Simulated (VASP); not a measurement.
# MgSi4N (Cmmm) in VASP: notebook

MgSi4N is run at these levels: PBE; tasks: single point, relaxation of cell and atoms.

Program: VASP 6.6.1. These are calculated values, not measurements. Logs are shortened: lines on timing, memory, paths and dates and some standing lists are left out, and cuts for length are marked.

## 1. The cell of the first run

It takes space group Cmmm (No. 65, orthorhombic). The conventional cell has a = 4.308 Å, b = 10.231 Å, c = 4.527 Å, α = 90.00°, β = 90.00°, γ = 90.00°. Within 3.4 Å of Mg (site symmetry mmm) lie 8 Si at 2.61 to 2.78 Å and 4 N at 3.12 Å. Si (site symmetry m2m) has 2 N at 2.52 Å and 7 Si at 2.60 to 3.31 Å and 2 Mg at 2.61 Å within 3.4 Å. Si (site symmetry 2/m) has 6 Si at 2.15 to 2.81 Å and 2 Mg at 2.78 Å within 2.9 Å. Within 3.3 Å of N (site symmetry mmm) lie 4 Si at 2.52 Å and 4 Mg at 3.12 Å.

The cell was generated, and may not be a known phase.

## 2. Single point, PBE

INCAR

```
SYSTEM = MgSi4N
  PREC = Accurate
  ENCUT = 520
  EDIFF = 1E-6
  ISMEAR = 0
  SIGMA = 0.1
  LREAL = .False.
  LASPH = .True.
  NELM = 60
  ALGO = Normal
  ISIF = 2
  LWAVE = .False.
  LCHARG = .False.
  GGA = PE
  NBANDS = 20
```

KPOINTS

```
Automatic mesh
0
Gamma
  10 10 8
  0 0 0
```

POSCAR

```
MgSi4N
1.0
    2.1541010679     -5.1156526898      0.0000000000
    2.1541010679      5.1156526898      0.0000000000
    0.0000000000      0.0000000000      4.5271460636
Mg Si N
1 4 1
Direct
    0.0000000000      0.0000000000      0.5000000000
    0.1269616520      0.8730383480      0.0000000000
    0.8730383480      0.1269616520      0.0000000000
    0.0000000000      0.5000000000      0.5000000000
    0.5000000000      0.0000000000      0.5000000000
    0.5000000000      0.5000000000      0.0000000000
```

Potentials or basis: VASP PAW PBE potentials, release 64 (Mg, Si, N).

Started as:

```sh
$ cat potpaw_PBE.64/Mg/POTCAR potpaw_PBE.64/Si/POTCAR potpaw_PBE.64/N/POTCAR > POTCAR
$ mpirun -np 1 vasp_std > vasp.out
```

OUTCAR:

```text
SYSTEM = MgSi4N
   PREC = Accurate
   ENCUT = 520
   EDIFF = 1E-6
   ISMEAR = 0
   LREAL = .False.
   LASPH = .True.
   NELM = 60
   ISIF = 2
   GGA = PE

 ion  position               nearest neighbor table
   1  0.000  0.000  0.500-   2 2.61   3 2.61   2 2.61   3 2.61   4 2.78   5 2.78   4 2.78   5 2.78

   2  0.127  0.873  0.000-   3 2.60   1 2.61   1 2.61   5 2.81   4 2.81   4 2.81   5 2.81
   3  0.873  0.127  0.000-   2 2.60   1 2.61   1 2.61   5 2.81   4 2.81   4 2.81   5 2.81
   4  0.000  0.500  0.500-   5 2.15   5 2.15   1 2.78   1 2.78   2 2.81   3 2.81   3 2.81   2 2.81

   5  0.500  0.000  0.500-   4 2.15   4 2.15   1 2.78   1 2.78   2 2.81   3 2.81   3 2.81   2 2.81

   6  0.500  0.500  0.000-

  LATTYP: Found a base centered orthorhombic cell.
 ALAT       =     4.3082021358
 B/A-ratio  =     2.3748433934
 C/A-ratio  =     1.0508202542

  Lattice vectors:

 A1 = (   2.1541010679,  -5.1156526898,   0.0000000000)
 A2 = (   2.1541010679,   5.1156526898,   0.0000000000)
 A3 = (   0.0000000000,   0.0000000000,   4.5271460636)

Analysis of symmetry for initial positions (statically):
=====================================================================
 Subroutine PRICEL returns:
 Original cell was already a primitive cell.

 Routine SETGRP: Setting up the symmetry group for a
 base centered orthorhombic supercell.

 Subroutine GETGRP returns: Found  8 space group operations
 (whereof  8 operations were pure point group operations)
 out of a pool of  8 trial point group operations.

The static configuration has the point symmetry D_2h.

Analysis of symmetry for dynamics (positions and initial velocities):
=====================================================================
 Subroutine PRICEL returns:
 Original cell was already a primitive cell.

 Routine SETGRP: Setting up the symmetry group for a
 base centered orthorhombic supercell.

 Subroutine GETGRP returns: Found  8 space group operations
 (whereof  8 operations were pure point group operations)
 out of a pool of  8 trial point group operations.

The dynamic configuration has the point symmetry D_2h.

 Subroutine INISYM returns: Found  8 space group operations
 (whereof  8 operations are pure point group operations),
 and found     1 'primitive' translations

----------------------------------------------------------------------------------------

                                     Primitive cell

  volume of cell :      99.7750

  direct lattice vectors                    reciprocal lattice vectors
     2.154101068 -5.115652690  0.000000000     0.232115386 -0.097739239  0.000000000
     2.154101068  5.115652690  0.000000000     0.232115386  0.097739239  0.000000000
     0.000000000  0.000000000  4.527146064     0.000000000  0.000000000  0.220889714

  length of vectors
     5.550680486  5.550680486  4.527146064     0.251854146  0.251854146  0.220889714

  position of ions in fractional coordinates (direct lattice)
     0.000000000  0.000000000  0.500000000
     0.126961652  0.873038348  0.000000000
     0.873038348  0.126961652  0.000000000
     1.000000000  0.500000000  0.500000000
     0.500000000  1.000000000  0.500000000
     0.500000000  0.500000000  0.000000000

  ion indices of the primitive-cell ions
   primitive index   ion index
                 1           1
                 2           2
                 3           3
                 4           4
                 5           5
                 6           6

----------------------------------------------------------------------------------------

 KPOINTS: Automatic mesh

Automatic generation of k-mesh.
 Grid dimensions read from file:
 generate k-points for:   10   10    8

 Generating k-lattice:

  Cartesian coordinates                     Fractional coordinates (reciprocal lattice)
     0.023211539 -0.009773924  0.000000000     0.100000000  0.000000000  0.000000000
     0.023211539  0.009773924  0.000000000     0.000000000  0.100000000  0.000000000
     0.000000000  0.000000000  0.027611214     0.000000000  0.000000000  0.125000000

  Length of vectors
     0.025185415  0.025185415  0.027611214

  Shift w.r.t. Gamma in fractional coordinates (k-lattice)
     0.000000000  0.000000000  0.000000000

 Subroutine IBZKPT returns following result:
 ===========================================

 Found    155 irreducible k-points:

 Following reciprocal coordinates:
            Coordinates               Weight
  0.000000  0.000000  0.000000      1.000000
  0.100000  0.000000  0.000000      4.000000
  0.200000  0.000000  0.000000      4.000000
  0.300000  0.000000  0.000000      4.000000
  0.400000  0.000000  0.000000      4.000000
  0.500000  0.000000  0.000000      2.000000
[... 16 lines left out ...]
  0.300000  0.300000  0.000000      2.000000
  0.400000  0.300000  0.000000      4.000000
 [... further k-points ...]
   k-points           NKPTS =    155   k-points in BZ     NKDIM =    155   number of bands    NBANDS=     20
   number of dos      NEDOS =    301   number of ions     NIONS =      6
   total plane-waves  NPLWV =  63504
   dimension x,y,z NGX =    42 NGY =   42 NGZ =   36
   dimension x,y,z NGXF=    84 NGYF=   84 NGZF=   72
   ions per type =               1   4   1
   NGX,Y,Z   is equivalent  to a cutoff of  12.58, 12.58, 13.22 a.u.
   NGXF,Y,Z  is equivalent  to a cutoff of  25.16, 25.16, 26.44 a.u.
 SYSTEM =  MgSi4N
   PREC   = accura    normal or accurate (medium, high low for compatibility)
   ISTART =      0    job   : 0-new  1-cont  2-samecut
   ICHARG =      2    charge: 1-file 2-atom 10-const
   ISPIN  =      1    spin polarized calculation?
   LNONCOLLINEAR =      F non collinear calculations
   LSORBIT =      F    spin-orbit coupling
   LASPH  =      T    aspherical Exc in radial PAW
   ENCUT  =  520.0 eV  38.22 Ry    6.18 a.u.  10.32 10.32  8.42*2*pi/ulx,y,z
   NELM   =     60;   NELMIN=  2; NELMDL= -5     # of ELM steps
   EDIFF  = 0.1E-05   stopping-criterion for ELM
   LREAL  =      F    real-space projection
   EDIFFG = 0.1E-04   stopping-criterion for IOM
   NSW    =      0    number of steps for IOM
   IBRION =     -1    ionic relax: 0-MD 1-quasi-New 2-CG
   NFREE  =      0    steps in history (QN), initial steepest desc. (CG)
   ISIF   =      2    stress and relaxation
   ISYM   =      2    0-nonsym 1-usesym 2-fastsym
   POTIM  = 0.5000    time-step for ionic-motion
   TEBEG  =    0.0;   TEEND  =   0.0 temperature during run
   PSTRESS=    0.0 pullay stress
   NELECT =      23.0000    total number of electrons
   NUPDOWN=      -1.0000    fix difference up-down
   EMIN   =  10.00;   EMAX   =-10.00  energy-range for DOS
   EFERMI =   0.00;   METHOD = LEGACY
   ISMEAR =     0;   SIGMA  =   0.10  broadening in eV -4-tet -1-fermi 0-gaus
   EFERMI_NEDOS =   21; number of points for ismear=-14 and -15
   IALGO  =     38    algorithm
   IMIX   =      4    mixing-type and parameters
     AMIX     =   0.40;   BMIX     =  1.00
     AMIX_MAG =   1.60;   BMIX_MAG =  1.00
  volume/ion in A,a.u.               =      16.63       112.22
  Fermi-wavevector in a.u.,A,eV,Ry     =   1.003792  1.896891 13.709198  1.007598
  Thomas-Fermi vector in A             =   2.136366
   LORBIT       =      0    0 simple, 1 ext, 2 COOP (PROOUT), +10 PAW based schemes
   GGA     = PE    functional components
   LHFCALC =     F    Hartree Fock is set to
   AEXX    =    0.0000 exact exchange contribution
   IVDW    =     0    specifies the selected vdW correction
   LEPSILON=     F    determine dielectric tensor
   LRPA    =     F    only Hartree local field effects (RPA)
 non-spin polarized calculation
 Gauss-broadening in eV      SIGMA  =   0.10
  energy-cutoff  :      520.00
  volume of cell :       99.77
 maximum number of plane-waves:      2712
 NGX is ok and might be reduce to    42
   NGX = 21   NGY = 21   NGZ = 17

 number of electron      23.0000001 magnetization

 Free energy of the ion-electron system (eV)
  ---------------------------------------------------
  ext. energy  EPLUGINS =         0.00000000
  ---------------------------------------------------
  free energy    TOTEN  =       -25.31796618 eV

  energy without entropy =      -25.30710444  energy(sigma->0) =      -25.31253531

 E-fermi :   5.8772     XC(G=0):  -9.9683

 val. band max:        5.8691232314   @ k =   0.5000   0.3000   0.0000
 cond. band min:       5.8860034415   @ k =  -0.3000   0.3000   0.5000
 fundamental gap:      0.0168802101
 Fermi energy:         5.8771960022

 k-point     1 :       0.0000    0.0000    0.0000
  band No.  band energies     occupation
      1      -7.5826      2.00000
      2      -5.3550      2.00000
      3      -1.3340      2.00000
      4      -0.3481      2.00000
      5       0.8847      2.00000
      6       1.6482      2.00000
[... 12 lines left out ...]
     19       9.8665      0.00000
     20      11.6834      0.00000

 k-point     2 :       0.1000    0.0000    0.0000
  band No.  band energies     occupation
      1      -7.5189      2.00000
      2      -5.3361      2.00000
      3      -1.5164      2.00000
      4      -0.5683      2.00000
      5       0.9607      2.00000
      6       1.0298      2.00000
[... 12 lines left out ...]
     19      10.6233      0.00000
     20      11.5673      0.00000

 k-point     3 :       0.2000    0.0000    0.0000
  band No.  band energies     occupation
      1      -7.3369      2.00000
      2      -5.2781      2.00000
      3      -2.1448      2.00000
      4      -0.9206      2.00000
      5       0.5907      2.00000
      6       1.1867      2.00000
[... 12 lines left out ...]
     19      11.0184      0.00000
     20      11.4715      0.00000

 k-point     4 :       0.3000    0.0000    0.0000
  band No.  band energies     occupation
      1      -7.0710      2.00000
      2      -5.1749      2.00000
      3      -2.9781      2.00000
      4      -1.3123      2.00000
      5       0.6872      2.00000
      6       1.5554      2.00000
[... 429 lines left out ...]
 k-point    23 :       0.3000    0.3000    0.0000
  band No.  band energies     occupation
      1      -6.7049      2.00000
      2      -4.8106      2.00000
      3      -4.3924      2.00000
      4      -1.2278      2.00000
      5       1.5006      2.00000
      6       2.5668      2.00000
[... 12 lines left out ...]
     19      10.4997      0.00000
     20      10.8866      0.00000

 k-point    24 :       0.4000    0.3000    0.0000
  band No.  band energies     occupation
      1      -6.8527      2.00000
      2      -5.3097      2.00000
      3      -3.7470      2.00000
      4      -0.5850      2.00000
      5       1.2554      2.00000
      6       2.0863      2.00000
[... 12 lines left out ...]
     19      10.4499      0.00000
     20      10.9051      0.00000

 [... further k-points ...]

------------------------ aborting loop because EDIFF is reached ----------------------------------------

  FORCE on cell =-STRESS in cart. coord.  units (eV):
  Direction    XX          YY          ZZ          XY          YZ          ZX
  --------------------------------------------------------------------------------------
  -------------------------------------------------------------------------------------
  Total       -0.0503572     -0.0492352     -0.0654115      0.0000000      0.0000000      0.0000000
  in kB       -0.8086306     -0.7906145     -1.0503715      0.0000000      0.0000000      0.0000000
  external PRESSURE =      -0.8832055 kB  Pullay stress =       0.0000000 kB

 VOLUME and BASIS-vectors are now :
 -----------------------------------------------------------------------------
  energy-cutoff  :      520.00
  volume of cell :       99.77
      direct lattice vectors                 reciprocal lattice vectors
     2.154101068 -5.115652690  0.000000000     0.232115386 -0.097739239  0.000000000
     2.154101068  5.115652690  0.000000000     0.232115386  0.097739239  0.000000000
     0.000000000  0.000000000  4.527146064     0.000000000  0.000000000  0.220889714

 POSITION                                       TOTAL-FORCE (eV/Angst)
 -----------------------------------------------------------------------------------
      0.00000      0.00000      2.26357         0.000000     -0.000000      0.000000
      2.15410      3.81667      0.00000         0.000000      0.001296     -0.000000
      2.15410     -3.81667      0.00000         0.000000     -0.001296      0.000000
      1.07705      2.55783      2.26357        -0.000000     -0.000000      0.000000
      1.07705     -2.55783      2.26357         0.000000     -0.000000      0.000000
      2.15410      0.00000      0.00000         0.000000      0.000000      0.000000
 -----------------------------------------------------------------------------------
    total drift:                                0.000000     -0.000000     -0.000000

  FREE ENERGIE OF THE ION-ELECTRON SYSTEM (eV)
  ---------------------------------------------------
  free  energy   TOTEN  =       -25.3179661810 eV

  energy  without entropy=      -25.3071044411  energy(sigma->0) =      -25.31253531
```

Wall time 2.4 min (1 thread of Intel Xeon 6975P-C (Granite Rapids), shared host); peak memory 0.45 GiB.

Results:

| Quantity | Value |
| --- | --- |
| Free energy | -25.3180 eV |
| Pressure | -0.1 GPa |
| Band gap on the k mesh | zero (an odd number of electrons rules out a gap without spin polarisation) |

(Continued in part 2 of 2.)

The gap in the log of VASP goes by the Fermi energy; the results here count the filled bands.